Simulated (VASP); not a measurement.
Runs of VASP 6.6.1 on LiF. The structure is that of space group Pm-3m (No. 221), or close to it. The cells are those of the table. 

| level | cell | smearing | gap on the mesh (eV) |
| --- | --- | --- | --- |
| r2SCAN | a = 2.516 Å, angles 90.0, 90.0, 90.2°, 2 atoms | gaussian 0.01 eV | 9.12 |
| PBE | a = 2.444, b = 2.444, c = 2.516 Å, 2 atoms | fermi-dirac 0.02 eV | 8.38 |
| r2SCAN | a = 2.444, b = 2.444, c = 2.516 Å, 2 atoms | gaussian 0.01 eV | (a) |
| PBE | a = 2.516 Å, angles 90.0, 90.0, 90.2°, 2 atoms | fermi-dirac 0.02 eV | 7.95 |

Alike in all rows: task single point; potentials or basis VASP PAW PBE potentials, release 64 (Li_sv, F); no spin polarisation; k mesh 10 × 10 × 10; cutoff (eV) 520.

Estimate the missing entries.

(a) 9.63.

A k mesh can miss the band edges.
